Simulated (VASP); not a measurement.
# Hf3F (Fm-3m) in VASP: a series of runs, part 2 of 4

VASP 6.6.1. Earlier steps stand in the parts before.

### Step 3. Single point, PBE

This run uses another cell than the first one, of 22.06 Å³/atom.

Contents of INCAR:

```
SYSTEM = Hf3F
PREC = Accurate
ENCUT = 520
EDIFF = 1E-7
ISMEAR = 0
SIGMA = 0.1
LREAL = .False.
LASPH = .True.
NELM = 100
ALGO = Normal
ISIF = 2
LWAVE = .False.
LCHARG = .True.
GGA = PE
LELF = .True.
LVHAR = .True.
NBANDS = 26
```

Contents of KPOINTS:

```
Automatic mesh
0
Gamma
  4 4 4
  0 0 0
```

Contents of POSCAR:

```
Hf3F
1.0
    0.0000000000      3.5337474200      3.5337474200
    3.5337474200      0.0000000000      3.5337474200
    3.5337474200      3.5337474200      0.0000000000
Hf F
3 1
Direct
    0.2500000000      0.2500000000      0.2500000000
    0.7500000000      0.7500000000      0.7500000000
    0.5000000000      0.5000000000      0.5000000000
    0.0000000000      0.0000000000      0.0000000000
```

Potentials or basis: VASP PAW PBE potentials, release 64 (Hf_pv, F).

Command:

```bash
$ cat potpaw_PBE.64/Hf_pv/POTCAR potpaw_PBE.64/F/POTCAR > POTCAR
$ mpirun -np 1 vasp_std > vasp.out
```

OUTCAR:

```text
SYSTEM = Hf3F
   PREC = Accurate
   ENCUT = 520
   EDIFF = 1E-7
   ISMEAR = 0
   LREAL = .False.
   LASPH = .True.
   NELM = 100
   ISIF = 2
   GGA = PE

 ion  position               nearest neighbor table
   1  0.250  0.250  0.250-   3 3.06   3 3.06   3 3.06   3 3.06   2 3.53   2 3.53   2 3.53   2 3.53
                             2 3.53   2 3.53
   2  0.750  0.750  0.750-   3 3.06   3 3.06   3 3.06   3 3.06   1 3.53   1 3.53   1 3.53   1 3.53
                             1 3.53   1 3.53
   3  0.500  0.500  0.500-   1 3.06   1 3.06   1 3.06   1 3.06   2 3.06   2 3.06   2 3.06   2 3.06

   4  0.000  0.000  0.000-

  LATTYP: Found a face centered cubic cell.
 ALAT       =     7.0674948400

  Lattice vectors:

 A1 = (   0.0000000000,   3.5337474200,   3.5337474200)
 A2 = (   3.5337474200,   0.0000000000,   3.5337474200)
 A3 = (   3.5337474200,   3.5337474200,   0.0000000000)

Analysis of symmetry for initial positions (statically):
=====================================================================
 Subroutine PRICEL returns:
 Original cell was already a primitive cell.

 Routine SETGRP: Setting up the symmetry group for a
 face centered cubic supercell.

 Subroutine GETGRP returns: Found 48 space group operations
 (whereof 48 operations were pure point group operations)
 out of a pool of 48 trial point group operations.

The static configuration has the point symmetry O_h .

Analysis of symmetry for dynamics (positions and initial velocities):
=====================================================================
 Subroutine PRICEL returns:
 Original cell was already a primitive cell.

 Routine SETGRP: Setting up the symmetry group for a
 face centered cubic supercell.

 Subroutine GETGRP returns: Found 48 space group operations
 (whereof 48 operations were pure point group operations)
 out of a pool of 48 trial point group operations.

The dynamic configuration has the point symmetry O_h .

 Subroutine INISYM returns: Found 48 space group operations
 (whereof 48 operations are pure point group operations),
 and found     1 'primitive' translations

----------------------------------------------------------------------------------------

                                     Primitive cell

  volume of cell :      88.2544

  direct lattice vectors                    reciprocal lattice vectors
     0.000000000  3.533747420  3.533747420    -0.141492852  0.141492852  0.141492852
     3.533747420  0.000000000  3.533747420     0.141492852 -0.141492852  0.141492852
     3.533747420  3.533747420  0.000000000     0.141492852  0.141492852 -0.141492852

  length of vectors
     4.997473527  4.997473527  4.997473527     0.245072808  0.245072808  0.245072808

  position of ions in fractional coordinates (direct lattice)
     0.250000000  0.250000000  0.250000000
     0.750000000  0.750000000  0.750000000
     0.500000000  0.500000000  0.500000000
     0.000000000  0.000000000  0.000000000

  ion indices of the primitive-cell ions
   primitive index   ion index
                 1           1
                 2           2
                 3           3
                 4           4

----------------------------------------------------------------------------------------

 KPOINTS: Automatic mesh

Automatic generation of k-mesh.
 Grid dimensions read from file:
 generate k-points for:    4    4    4

 Generating k-lattice:

  Cartesian coordinates                     Fractional coordinates (reciprocal lattice)
    -0.035373213  0.035373213  0.035373213     0.250000000  0.000000000  0.000000000
     0.035373213 -0.035373213  0.035373213     0.000000000  0.250000000  0.000000000
     0.035373213  0.035373213 -0.035373213     0.000000000  0.000000000  0.250000000

  Length of vectors
     0.061268202  0.061268202  0.061268202

  Shift w.r.t. Gamma in fractional coordinates (k-lattice)
     0.000000000  0.000000000  0.000000000

 Subroutine IBZKPT returns following result:
 ===========================================

 Found      8 irreducible k-points:

 Following reciprocal coordinates:
            Coordinates               Weight
  0.000000  0.000000  0.000000      1.000000
  0.250000  0.000000  0.000000      8.000000
  0.500000  0.000000  0.000000      4.000000
  0.250000  0.250000  0.000000      6.000000
  0.500000  0.250000  0.000000     24.000000
 -0.250000  0.250000  0.000000     12.000000
  0.500000  0.500000  0.000000      3.000000
 -0.250000  0.500000  0.250000      6.000000
   k-points           NKPTS =      8   k-points in BZ     NKDIM =      8   number of bands    NBANDS=     26
   number of dos      NEDOS =    301   number of ions     NIONS =      4
   total plane-waves  NPLWV =  64000
   dimension x,y,z NGX =    40 NGY =   40 NGZ =   40
   dimension x,y,z NGXF=    80 NGYF=   80 NGZF=   80
   ions per type =               3   1
   NGX,Y,Z   is equivalent  to a cutoff of  13.31, 13.31, 13.31 a.u.
   NGXF,Y,Z  is equivalent  to a cutoff of  26.61, 26.61, 26.61 a.u.
 SYSTEM =  Hf3F
   PREC   = accura    normal or accurate (medium, high low for compatibility)
   ISTART =      0    job   : 0-new  1-cont  2-samecut
   ICHARG =      2    charge: 1-file 2-atom 10-const
   ISPIN  =      1    spin polarized calculation?
   LNONCOLLINEAR =      F non collinear calculations
   LSORBIT =      F    spin-orbit coupling
   LASPH  =      T    aspherical Exc in radial PAW
   ENCUT  =  520.0 eV  38.22 Ry    6.18 a.u.   9.29  9.29  9.29*2*pi/ulx,y,z
   NELM   =    100;   NELMIN=  2; NELMDL= -5     # of ELM steps
   EDIFF  = 0.1E-06   stopping-criterion for ELM
   LREAL  =      F    real-space projection
   EDIFFG = 0.1E-05   stopping-criterion for IOM
   NSW    =      0    number of steps for IOM
   IBRION =     -1    ionic relax: 0-MD 1-quasi-New 2-CG
   NFREE  =      0    steps in history (QN), initial steepest desc. (CG)
   ISIF   =      2    stress and relaxation
   ISYM   =      2    0-nonsym 1-usesym 2-fastsym
   POTIM  = 0.5000    time-step for ionic-motion
   TEBEG  =    0.0;   TEEND  =   0.0 temperature during run
   PSTRESS=    0.0 pullay stress
   NELECT =      37.0000    total number of electrons
   NUPDOWN=      -1.0000    fix difference up-down
   EMIN   =  10.00;   EMAX   =-10.00  energy-range for DOS
   EFERMI =   0.00;   METHOD = LEGACY
   ISMEAR =     0;   SIGMA  =   0.10  broadening in eV -4-tet -1-fermi 0-gaus
   EFERMI_NEDOS =   21; number of points for ismear=-14 and -15
   IALGO  =     38    algorithm
   IMIX   =      4    mixing-type and parameters
     AMIX     =   0.40;   BMIX     =  1.00
     AMIX_MAG =   1.60;   BMIX_MAG =  1.00
  volume/ion in A,a.u.               =      22.06       148.89
  Fermi-wavevector in a.u.,A,eV,Ry     =   1.225265  2.315414 20.426065  1.501273
  Thomas-Fermi vector in A             =   2.360309
   LORBIT       =      0    0 simple, 1 ext, 2 COOP (PROOUT), +10 PAW based schemes
   GGA     = PE    functional components
   LHFCALC =     F    Hartree Fock is set to
   AEXX    =    0.0000 exact exchange contribution
   IVDW    =     0    specifies the selected vdW correction
   LEPSILON=     F    determine dielectric tensor
   LRPA    =     F    only Hartree local field effects (RPA)
 non-spin polarized calculation
 Gauss-broadening in eV      SIGMA  =   0.10
  energy-cutoff  :      520.00
  volume of cell :       88.25
 maximum number of plane-waves:      2421
 NGX is ok and might be reduce to    40
   NGX = 19   NGY = 19   NGZ = 19

 number of electron      37.0000003 magnetization

 Free energy of the ion-electron system (eV)
  ---------------------------------------------------
  ext. energy  EPLUGINS =         0.00000000
  ---------------------------------------------------
  free energy    TOTEN  =       -30.67902278 eV

  energy without entropy =      -30.65050001  energy(sigma->0) =      -30.66476139

 E-fermi :   3.3766     XC(G=0): -10.4712

 val. band max:        3.3184249455   @ k =   0.5000   0.5000   0.0000
 cond. band min:       3.4597010734   @ k =  -0.2500   0.5000   0.2500
 fundamental gap:      0.1412761279
 Fermi energy:         3.3766276639

 k-point     1 :       0.0000    0.0000    0.0000
  band No.  band energies     occupation
      1     -27.7742      2.00000
      2     -27.7742      2.00000
      3     -27.7742      2.00000
      4     -27.7070      2.00000
      5     -27.7070      2.00000
      6     -27.7070      2.00000
[... 221 lines left out ...]
     25       6.0562      0.00000
     26       7.6466      0.00000

------------------------ aborting loop because EDIFF is reached ----------------------------------------

  FORCE on cell =-STRESS in cart. coord.  units (eV):
  Direction    XX          YY          ZZ          XY          YZ          ZX
  --------------------------------------------------------------------------------------
  -------------------------------------------------------------------------------------
  Total       -3.8665159     -3.8665159     -3.8665159      0.0000000     -0.0000000      0.0000000
  in kB      -70.1930111    -70.1930111    -70.1930111      0.0000000     -0.0000000      0.0000000
  external PRESSURE =     -70.1930111 kB  Pullay stress =       0.0000000 kB

 VOLUME and BASIS-vectors are now :
 -----------------------------------------------------------------------------
  energy-cutoff  :      520.00
  volume of cell :       88.25
      direct lattice vectors                 reciprocal lattice vectors
     0.000000000  3.533747420  3.533747420    -0.141492852  0.141492852  0.141492852
     3.533747420  0.000000000  3.533747420     0.141492852 -0.141492852  0.141492852
     3.533747420  3.533747420  0.000000000     0.141492852  0.141492852 -0.141492852

 POSITION                                       TOTAL-FORCE (eV/Angst)
 -----------------------------------------------------------------------------------
      1.76687      1.76687      1.76687         0.000000      0.000000      0.000000
      5.30062      5.30062      5.30062        -0.000000     -0.000000      0.000000
      3.53375      3.53375      3.53375        -0.000000      0.000000     -0.000000
      0.00000      0.00000      0.00000        -0.000000      0.000000     -0.000000
 -----------------------------------------------------------------------------------
    total drift:                               -0.000000      0.000000      0.000000

  FREE ENERGIE OF THE ION-ELECTRON SYSTEM (eV)
  ---------------------------------------------------
  free  energy   TOTEN  =       -30.6790227787 eV

  energy  without entropy=      -30.6505000101  energy(sigma->0) =      -30.66476139
```

OSZICAR:

```text
N       E                     dE             d eps       ncg     rms          rms(c)
DAV:   1     0.151668726554E+03    0.15167E+03   -0.19701E+04   416   0.131E+03
DAV:   2    -0.236530275709E+02   -0.17532E+03   -0.17025E+03   488   0.330E+02
DAV:   3    -0.326485282787E+02   -0.89955E+01   -0.86465E+01   560   0.499E+01
DAV:   4    -0.328284283973E+02   -0.17990E+00   -0.17898E+00   488   0.722E+00
DAV:   5    -0.328318536273E+02   -0.34252E-02   -0.34223E-02   560   0.872E-01    0.482E+01
DAV:   6    -0.310204131971E+02    0.18114E+01   -0.76929E+00   466   0.166E+01    0.305E+01
DAV:   7    -0.309169045679E+02    0.10351E+00   -0.36974E+00   516   0.117E+01    0.120E+01
DAV:   8    -0.306870774623E+02    0.22983E+00   -0.86506E-01   532   0.560E+00    0.116E+00
DAV:   9    -0.306816636016E+02    0.54139E-02   -0.13060E-01   490   0.165E+00    0.148E+00
DAV:  10    -0.306798647851E+02    0.17988E-02   -0.26741E-02   448   0.985E-01    0.113E+00
DAV:  11    -0.306789997014E+02    0.86508E-03   -0.30831E-03   536   0.356E-01    0.153E-01
DAV:  12    -0.306790232475E+02   -0.23546E-04   -0.24198E-04   464   0.843E-02    0.114E-01
DAV:  13    -0.306790238341E+02   -0.58665E-06   -0.12053E-05   528   0.176E-02    0.183E-02
DAV:  14    -0.306790227247E+02    0.11094E-05   -0.19903E-06   556   0.699E-03    0.760E-03
DAV:  15    -0.306790227787E+02   -0.54040E-07   -0.40956E-07   450   0.287E-03
   1 F= -.30679023E+02 E0= -.30664761E+02  d E =-.285228E-01
```

It took 19 s on 1 thread of AMD EPYC 9R45 (Zen 5), shared host; peak memory 0.2 GiB.

Results:

| Quantity | Value |
| --- | --- |
| Free energy | -30.6790 eV |
| Pressure | -7.0 GPa |
| Band gap on the k mesh | zero (an odd number of electrons rules out a gap without spin polarisation) |

Caveat: the k points lie up to 0.38 Å⁻¹ apart, too coarse for converged energies and pressures of a metal; spin-orbit coupling is left out, which moves the levels of the heavy elements.

### Step 4. Relaxation of cell and atoms, PBE

This run uses another cell than the first one, of 22.06 Å³/atom.

Contents of INCAR:

```
SYSTEM = Hf3F
PREC     = Accurate       ! precision mode
ENCUT    = 600            ! plane-wave cutoff, eV
EDIFF    = 1E-6           ! SCF threshold, eV
ISMEAR   = 0              ! smearing method
SIGMA    = 0.1            ! smearing width, eV
LREAL    = .False.        ! projectors in reciprocal space
LASPH    = .True.         ! aspherical terms in the spheres
NELM     = 100            ! most SCF steps
ALGO     = Normal         ! electronic algorithm
ISIF     = 3              ! what is computed and relaxed
LWAVE    = .False.        ! write WAVECAR
LCHARG   = .False.        ! write CHGCAR
GGA      = PE             ! functional
IBRION   = 2              ! ionic algorithm
NSW      = 90             ! ionic steps
EDIFFG   = -0.04          ! ionic threshold
```

Contents of KPOINTS:

```
regular mesh
0
Gamma
  4 4 4
  0 0 0
```

POSCAR is that of step 3.

Potentials or basis: VASP PAW PBE potentials, release 64 (Hf_pv, F).

Command:

```bash
$ cat potpaw_PBE.64/Hf_pv/POTCAR potpaw_PBE.64/F/POTCAR > POTCAR
$ mpirun -np 1 vasp_std > vasp.out
```

OUTCAR:

```text
SYSTEM = Hf3F
   PREC = Accurate
   ENCUT = 600
   EDIFF = 1E-6
   ISMEAR = 0
   LREAL = .False.
   LASPH = .True.
   NELM = 100
   ISIF = 3
   GGA = PE
   IBRION = 2
   NSW = 90
   EDIFFG = -0.04

 ion  position               nearest neighbor table
   1  0.250  0.250  0.250-   3 3.06   3 3.06   3 3.06   3 3.06   2 3.53   2 3.53   2 3.53   2 3.53
                             2 3.53   2 3.53
   2  0.750  0.750  0.750-   3 3.06   3 3.06   3 3.06   3 3.06   1 3.53   1 3.53   1 3.53   1 3.53
                             1 3.53   1 3.53
   3  0.500  0.500  0.500-   1 3.06   1 3.06   1 3.06   1 3.06   2 3.06   2 3.06   2 3.06   2 3.06

   4  0.000  0.000  0.000-

  LATTYP: Found a face centered cubic cell.
 ALAT       =     7.0674948400

  Lattice vectors:

 A1 = (   0.0000000000,   3.5337474200,   3.5337474200)
 A2 = (   3.5337474200,   0.0000000000,   3.5337474200)
 A3 = (   3.5337474200,   3.5337474200,   0.0000000000)

Analysis of symmetry for initial positions (statically):
=====================================================================
 Subroutine PRICEL returns:
 Original cell was already a primitive cell.

 Routine SETGRP: Setting up the symmetry group for a
 face centered cubic supercell.

 Subroutine GETGRP returns: Found 48 space group operations
 (whereof 48 operations were pure point group operations)
 out of a pool of 48 trial point group operations.

[... 133 lines left out ...]
 non-spin polarized calculation
 Gauss-broadening in eV      SIGMA  =   0.10
  energy-cutoff  :      600.00
  volume of cell :       88.25
 maximum number of plane-waves:      2954
   NGX = 19   NGY = 19   NGZ = 19

--------------------------------------- Ionic step        1  -------------------------------------------

 number of electron      37.0000003 magnetization

 Free energy of the ion-electron system (eV)
  ---------------------------------------------------
  ext. energy  EPLUGINS =         0.00000000
  ---------------------------------------------------
  free energy    TOTEN  =       -30.68052590 eV

  energy without entropy =      -30.65200590  energy(sigma->0) =      -30.66626590

 E-fermi :   3.3763     XC(G=0): -10.4710

 val. band max:        3.3181084682   @ k =   0.5000   0.5000   0.0000
 cond. band min:       3.4593857073   @ k =  -0.2500   0.5000   0.2500
 fundamental gap:      0.1412772391
 Fermi energy:         3.3763059324

 k-point     1 :       0.0000    0.0000    0.0000
  band No.  band energies     occupation
      1     -27.7746      2.00000
      2     -27.7746      2.00000
      3     -27.7746      2.00000
      4     -27.7073      2.00000
      5     -27.7073      2.00000
      6     -27.7073      2.00000
[... 264 lines left out ...]
--------------------------------------- Ionic step        3  -------------------------------------------

 number of electron      36.9999991 magnetization

 Free energy of the ion-electron system (eV)
  ---------------------------------------------------
  ext. energy  EPLUGINS =         0.00000000
  ---------------------------------------------------
  free energy    TOTEN  =       -30.89064570 eV

  energy without entropy =      -30.86797804  energy(sigma->0) =      -30.87931187

 E-fermi :   4.1426     XC(G=0): -10.9542

 val. band max:        4.0515067470   @ k =   0.2500   0.0000   0.0000
 cond. band min:       4.1725924826   @ k =  -0.2500   0.5000   0.2500
 fundamental gap:      0.1210857356
 Fermi energy:         4.1425713386

 k-point     1 :       0.0000    0.0000    0.0000
  band No.  band energies     occupation
      1     -26.7687      2.00000
      2     -26.7687      2.00000
      3     -26.7687      2.00000
      4     -26.6841      2.00000
      5     -26.6841      2.00000
      6     -26.6841      2.00000
[... 220 lines left out ...]
  FREE ENERGIE OF THE ION-ELECTRON SYSTEM (eV)
  ---------------------------------------------------
  free  energy   TOTEN  =       -30.8906457010 eV

  energy  without entropy=      -30.8679780375  energy(sigma->0) =      -30.87931187

 reached required accuracy - stopping structural energy minimisation
```

CONTCAR:

```text
Hf3F
   1.00000000000000
    -0.0000000000000000    3.4094511196710200    3.4094511196710200
     3.4094511196710200    0.0000000000000000    3.4094511196710200
     3.4094511196710200    3.4094511196710200    0.0000000000000000
  Hf              F
     3     1
Direct
     0.2500000000000000    0.2500000000000000    0.2500000000000000
     0.7500000000000000    0.7500000000000000    0.7500000000000000
     0.5000000000000000    0.5000000000000000    0.5000000000000000
     0.0000000000000000    0.0000000000000000    0.0000000000000000

  0.00000000E+00  0.00000000E+00  0.00000000E+00
  0.00000000E+00  0.00000000E+00  0.00000000E+00
  0.00000000E+00  0.00000000E+00  0.00000000E+00
  0.00000000E+00  0.00000000E+00  0.00000000E+00
```

It took 38 s on 1 thread of AMD EPYC 9R45 (Zen 5), shared host; peak memory 0.21 GiB.

What came out:

| Quantity | Value |
| --- | --- |
| Free energy | -30.8906 eV |
| Relaxed volume | 19.82 Å³/atom |
| Relaxed cell | a = 4.822 Å, b = 4.822 Å, c = 4.822 Å, α = 60.00°, β = 60.00°, γ = 60.00° |
| Space group after relaxing (to 0.1 Å) | Fm-3m (No. 225) |
| Energy gained by relaxing | 52.5 meV/atom |
| Ionic steps | 3 |
| Pressure after relaxing | -0.1 GPa |
| Band gap on the k mesh | zero (an odd number of electrons rules out a gap without spin polarisation) |

Step by step:
```
step  energy change (eV)  largest force (eV/Å)  pressure (GPa)  volume (Å³)
   1              0.0000                0.0000           -7.04        88.25
   2             -0.1856                0.0000            2.95        76.45
   3             -0.2101                0.0000           -0.06        79.27
```

Final structure:
```xyz
4
Lattice="0.0000 3.4095 3.4095 3.4095 0.0000 3.4095 3.4095 3.4095 0.0000" Properties=species:S:1:pos:R:3 pbc="T T T"
Hf    1.7047    1.7047    1.7047
Hf    5.1142    5.1142    5.1142
Hf    3.4095    3.4095    3.4095
F     0.0000    0.0000    0.0000
```

Levels at points of the mesh, in eV from the Fermi level:
```
           k point  band 14  band 15  band 16  band 17  band 18  band 19  band 20  band 21  band 22
(0.00, 0.00, 0.00)    -5.16    -1.99    -1.99     0.23     0.23     0.23     0.51     0.51     0.51
(0.50, 0.00, 0.00)    -2.37    -1.77    -0.75    -0.61    -0.61     0.29     0.29     0.38     0.38
(0.50, 0.50, 0.00)    -2.70    -2.65    -1.36    -0.86    -0.38    -0.14    -0.14     1.83     1.83
```

Caveat: the k points lie up to 0.40 Å⁻¹ apart in the final cell, too coarse for converged energies and pressures of a metal; spin-orbit coupling is left out, which moves the levels of the heavy elements.

[end of part 2 of 4]

The gap in the log of VASP goes by the Fermi energy; the results here count the filled bands.